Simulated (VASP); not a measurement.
# TaN (P-6m2) in VASP: notebook, part 2 of 2

VASP 6.6.1. The steps go on from the part before.

### 3 Single point, LDA

Input file INCAR:

```
SYSTEM = TaN
ALGO     = Normal         ! electronic algorithm
EDIFF    = 1E-7           ! SCF threshold, eV
ENCUT    = 520            ! plane-wave cutoff, eV
GGA      = CA             ! functional
ISIF     = 2              ! what is computed and relaxed
ISMEAR   = -1             ! smearing method
LASPH    = .True.         ! aspherical terms in the spheres
LCHARG   = .False.        ! write CHGCAR
LREAL    = .False.        ! projectors in reciprocal space
LWAVE    = .False.        ! write WAVECAR
NBANDS   = 15             ! bands
NELM     = 60             ! most SCF steps
PREC     = Accurate       ! precision mode
SIGMA    = 0.3            ! smearing width, eV
```

Input file KPOINTS:

```
k-points
0
Gamma
  12 12 10
  0 0 0
```

Input file POSCAR:

```
TaN
1.0
    2.9380000000      0.0000000000      0.0000000000
   -1.4690000000      2.5443826363      0.0000000000
    0.0000000000      0.0000000000      2.8830000000
Ta N
1 1
Direct
    0.3333333333      0.6666666667      0.5000000000
    0.0000000000      0.0000000000      0.0000000000
```

Potentials or basis: VASP PAW LDA potentials, release 64 (Ta_pv, N).

Run with:

```console
cat potpaw_LDA.64/Ta_pv/POTCAR potpaw_LDA.64/N/POTCAR > POTCAR
mpirun -np 1 vasp_std > vasp.out
```

It took 18 s on 1 thread of Intel Xeon Platinum 8488C (Sapphire Rapids), shared host; peak memory 0.15 GiB.

Results (log left out):

* Free energy: -24.7281 eV
* Pressure: -9.6 GPa
* Band gap on the k mesh: zero (band 8 reaches 8.49 eV, above the bottom of band 9 at 8.00 eV)

Stress tensor (GPa, compression positive):
```
 -8.87   0.00   0.00
  0.00  -8.87   0.00
  0.00   0.00 -11.15
```

Levels at points of the mesh, in eV from the Fermi level:
| k point | band 6 | band 7 | band 8 | band 9 | band 10 | band 11 |
| --- | --- | --- | --- | --- | --- | --- |
| (0.00, 0.00, 0.00) | -4.70 | -4.36 | -3.03 | 2.20 | 3.42 | 3.42 |
| (0.50, 0.00, 0.00) | -5.34 | -3.64 | -3.29 | 2.79 | 3.87 | 5.02 |
| (0.00, 0.00, 0.50) | -3.89 | -3.89 | -0.27 | -0.27 | 2.27 | 3.12 |
| (0.50, 0.00, 0.50) | -6.29 | -5.84 | -0.45 | 4.03 | 5.17 | 5.90 |

Caveat: spin-orbit coupling is left out, which moves the levels of the heavy elements.

### 4 Single point, LDA

Input file INCAR:

```
PREC = Accurate
ENCUT = 520
EDIFF = 1E-7
ISMEAR = -1
SIGMA = 0.2
LREAL = False
LASPH = True
NELM = 60
ALGO = Normal
ISIF = 2
LWAVE = False
LCHARG = True
LELF = True
LVHAR = True
NBANDS = 15
```

Input file KPOINTS:

```
regular mesh
0
Gamma
  12 12 10
```

POSCAR is that of step 3.

Run with:

```console
cat potpaw_LDA.64/Ta_pv/POTCAR potpaw_LDA.64/N/POTCAR > POTCAR
mpirun -np 1 vasp_std > vasp.out
```

Run time: 17 s. Hardware: 1 thread of Intel Xeon Platinum 8488C (Sapphire Rapids), shared host; peak memory 0.15 GiB.

It converged, with:

```yaml
Free_energy: -24.7092 eV
Pressure: -9.8 GPa
Band_gap_on_the_k_mesh: zero (band 8 reaches 8.49 eV, above the bottom of band 9 at 7.99 eV)
```

Stress tensor (GPa, compression positive):
```
 -9.19   0.00   0.00
  0.00  -9.19   0.00
  0.00   0.00 -11.01
```

Levels at points of the mesh, in eV from the Fermi level:
| k point | band 6 | band 7 | band 8 | band 9 | band 10 | band 11 |
| --- | --- | --- | --- | --- | --- | --- |
| (0.00, 0.00, 0.00) | -4.63 | -4.28 | -2.96 | 2.28 | 3.49 | 3.49 |
| (0.50, 0.00, 0.00) | -5.27 | -3.56 | -3.22 | 2.86 | 3.95 | 5.10 |
| (0.00, 0.00, 0.50) | -3.82 | -3.82 | -0.20 | -0.20 | 2.35 | 3.19 |
| (0.50, 0.00, 0.50) | -6.22 | -5.77 | -0.37 | 4.10 | 5.24 | 5.97 |

Caveat: spin-orbit coupling is left out, which moves the levels of the heavy elements.

### 5 Single point, LDA

Input file INCAR:

```
SYSTEM = TaN
PREC = Accurate
ENCUT = 520
EDIFF = 1E-6
ISMEAR = -1
SIGMA = 0.1
LREAL = .False.
LASPH = .True.
NELM = 100
ALGO = Normal
ISIF = 2
LWAVE = .False.
LCHARG = .True.
LELF = .True.
LVHAR = .True.
NBANDS = 15
```

Input file KPOINTS:

```
Automatic mesh
0
Gamma
  12 12 10
  0 0 0
```

POSCAR is that of step 4.

Potentials or basis: VASP PAW LDA potentials, release 64 (Ta_pv, N).

Run with:

```console
cat potpaw_LDA.64/Ta_pv/POTCAR potpaw_LDA.64/N/POTCAR > POTCAR
mpirun -np 1 vasp_std > vasp.out
```

OUTCAR:

```text
SYSTEM = TaN
   PREC = Accurate
   ENCUT = 520
   EDIFF = 1E-6
   ISMEAR = -1
   LREAL = .False.
   LASPH = .True.
   NELM = 100
   ISIF = 2

 ion  position               nearest neighbor table
   1  0.333  0.667  0.500-   2 2.23   2 2.23   2 2.23   2 2.23   2 2.23   2 2.23
   2  0.000  0.000  0.000-   1 2.23   1 2.23   1 2.23   1 2.23   1 2.23   1 2.23

  LATTYP: Found a hexagonal cell.
 ALAT       =     2.9380000000
 C/A-ratio  =     0.9812797822

  Lattice vectors:

 A1 = (   2.9380000000,   0.0000000000,   0.0000000000)
 A2 = (  -1.4690000000,   2.5443826363,   0.0000000000)
[... 610 lines left out ...]
     12      13.0921      0.00000
     13      15.2431      0.00000
     14      20.5002      0.00000
     15      21.2784      0.00000

 [... further k-points ...]
[... 5 lines left out ...]
  --------------------------------------------------------------------------------------
  -------------------------------------------------------------------------------------
  Total       -1.2538859     -1.2538859     -1.4475851      0.0000000      0.0000000      0.0000000
  in kB      -93.2158480    -93.2158480   -107.6157465      0.0000000      0.0000000      0.0000000
  external PRESSURE =     -98.0158142 kB  Pullay stress =       0.0000000 kB

 VOLUME and BASIS-vectors are now :
 -----------------------------------------------------------------------------
  energy-cutoff  :      520.00
  volume of cell :       21.55
      direct lattice vectors                 reciprocal lattice vectors
     2.938000000  0.000000000  0.000000000     0.340367597  0.196511324  0.000000000
    -1.469000000  2.544382636  0.000000000     0.000000000  0.393022648  0.000000000
     0.000000000  0.000000000  2.883000000     0.000000000  0.000000000  0.346860909

 POSITION                                       TOTAL-FORCE (eV/Angst)
 -----------------------------------------------------------------------------------
     -0.00000      1.69626      1.44150         0.000000     -0.000000      0.000000
      0.00000      0.00000      0.00000        -0.000000      0.000000      0.000000
 -----------------------------------------------------------------------------------
    total drift:                                0.000000     -0.000000     -0.000000

  FREE ENERGIE OF THE ION-ELECTRON SYSTEM (eV)
  ---------------------------------------------------
  free  energy   TOTEN  =       -24.7021454011 eV

  energy  without entropy=      -24.6990797397  energy(sigma->0) =      -24.70061257
```

OSZICAR:

```text
N       E                     dE             d eps       ncg     rms          rms(c)
DAV:   1     0.868672687980E+02    0.86867E+02   -0.88476E+03  3420   0.113E+03
DAV:   2    -0.246081484897E+02   -0.11148E+03   -0.10493E+03  4148   0.298E+02
DAV:   3    -0.272504623372E+02   -0.26423E+01   -0.26300E+01  4043   0.420E+01
DAV:   4    -0.272603743652E+02   -0.99120E-02   -0.99084E-02  4435   0.284E+00
DAV:   5    -0.272604354420E+02   -0.61077E-04   -0.61072E-04  3994   0.206E-01    0.234E+01
DAV:   6    -0.248423693404E+02    0.24181E+01   -0.42916E+00  4148   0.234E+01    0.991E+00
DAV:   7    -0.247440018978E+02    0.98367E-01   -0.57208E-01  3623   0.558E+00    0.679E+00
DAV:   8    -0.247087954069E+02    0.35206E-01   -0.15674E-01  3952   0.331E+00    0.133E+00
DAV:   9    -0.247023647436E+02    0.64307E-02   -0.13913E-02  3714   0.939E-01    0.184E-01
DAV:  10    -0.247022291881E+02    0.13556E-03   -0.73198E-04  3994   0.316E-01    0.125E-01
DAV:  11    -0.247021444789E+02    0.84709E-04   -0.12337E-04  3714   0.101E-01    0.139E-02
DAV:  12    -0.247021454011E+02   -0.92215E-06   -0.92666E-06  3679   0.247E-02
   1 F= -.24702145E+02 E0= -.24700613E+02  d E =-.306566E-02
```

stdout:

```text
POSCAR found type information on POSCAR TaN
 POSCAR found :  2 types and       2 ions
 scaLAPACK will be used
 LDA part: xc-table for (Slater(with rela. corr.)+CA(PZ))
 , standard interpolation
 POSCAR, INCAR and KPOINTS ok, starting setup
 FFT: planning ... GRIDC
 FFT: planning ... GRID_SOFT
 FFT: planning ... GRID
 WAVECAR not read
 entering main loop
```

It took 15 s on 1 thread of Intel Xeon Platinum 8488C (Sapphire Rapids), shared host; peak memory 0.15 GiB.

What came out:

```yaml
Free_energy: -24.7021 eV
Pressure: -9.8 GPa
Band_gap_on_the_k_mesh: zero (band 8 reaches 8.49 eV, above the bottom of band 9 at 7.99 eV)
```

Stress tensor (GPa, compression positive):
```
 -9.32   0.00   0.00
  0.00  -9.32   0.00
  0.00   0.00 -10.76
```

Levels at points of the mesh, in eV from the Fermi level:
```tsv
k point	band 6	band 7	band 8	band 9	band 10	band 11
(0.00, 0.00, 0.00)	-4.56	-4.21	-2.89	2.35	3.57	3.57
(0.50, 0.00, 0.00)	-5.20	-3.49	-3.14	2.93	4.02	5.17
(0.00, 0.00, 0.50)	-3.75	-3.75	-0.13	-0.13	2.42	3.26
(0.50, 0.00, 0.50)	-6.14	-5.69	-0.30	4.17	5.31	6.04
```

Caveat: spin-orbit coupling is left out, which moves the levels of the heavy elements.

### 6 Summary

```csv
smearing,gap on the mesh (eV),pressure (GPa)
fermi-dirac 0.5 eV,none,-8.4
fermi-dirac 0.3 eV,none,-9.6
fermi-dirac 0.2 eV,none,-9.8
fermi-dirac 0.1 eV,none,-9.8
```

Alike in all rows: task single point; level LDA; potentials or basis VASP PAW LDA potentials, release 64 (Ta_pv, N); no spin polarisation; cell as given; k mesh 12 × 12 × 10; cutoff (eV) 520.

Every run on the cell as given and a fine mesh finds a metal.

Caveats: spin-orbit coupling is left out, which moves the levels of the heavy elements.

Total energies depend on the potentials used, so only differences within one code and one set of settings carry meaning.
